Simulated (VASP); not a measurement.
Set up this calculation in VASP 6.6.1, as the native input.

- Task: electric field gradients
- Functional: PBE
- Potentials or basis: VASP PAW PBE potentials, release 64 (Pb_d, Se)
- Cutoff: 520 eV
- k mesh: 9 × 9 × 9
- Occupations: fermi-dirac, width 0.01 eV
- Spin: no spin polarisation
- Dipole correction: no
- Further INCAR settings: ALGO = Normal; EDIFF = 1e-08; NBANDS = 17

The structure of PbSe lies in POSCAR:

```
PbSe
1.0
    0.0612430000      3.0927715000      3.0927715000
    3.0927715000      0.0612430000      3.0927715000
    3.0927715000      3.0927715000      0.0612430000
Pb Se
1 1
Direct
    0.0000000000      0.0000000000      0.0000000000
    0.5000000000      0.5000000000      0.5000000000
```

This cell differs from its parent crystal: equal xy, yz and zx shear strains of +2 %.

The input as run:

INCAR

```
SYSTEM = PbSe
ALGO     = Normal         ! electronic algorithm
EDIFF    = 1E-8           ! SCF threshold, eV
ENCUT    = 520            ! plane-wave cutoff, eV
GGA      = PE             ! functional
ISIF     = 2              ! what is computed and relaxed
ISMEAR   = -1             ! smearing method
LASPH    = .True.         ! aspherical terms in the spheres
LCHARG   = .False.        ! write CHGCAR
LEFG     = .True.       
LREAL    = .False.        ! projectors in reciprocal space
LWAVE    = .False.        ! write WAVECAR
NBANDS   = 17             ! bands
NELM     = 60             ! most SCF steps
PREC     = Accurate       ! precision mode
SIGMA    = 0.01           ! smearing width, eV
```

KPOINTS

```
k-points
0
Gamma
  9 9 9
  0 0 0
```

Potentials or basis: VASP PAW PBE potentials, release 64 (Pb_d, Se).

Launch:

```bash
$ cat potpaw_PBE.64/Pb_d/POTCAR potpaw_PBE.64/Se/POTCAR > POTCAR
$ mpirun -np 1 vasp_std > vasp.out
```

Results of the run:

```yaml
Pressure: 2.3 GPa
Band_gap_on_the_k_mesh: 0.52 eV, indirect (least direct gap 0.67 eV)
```

Caveat: the cell differs from its parent crystal (equal xy, yz and zx shear strains of +2 %); without QUAD_EFG the Cq values of the log hold for a quadrupole moment of 1 mb, not for the nuclei; spin-orbit coupling is left out, which moves the levels of the heavy elements.

Run time: 73 s on 1 thread of Intel(R) Xeon(R) Platinum 8375C CPU @ 2.90GHz (Ice Lake) (shared host), peak memory 0.25 GiB.
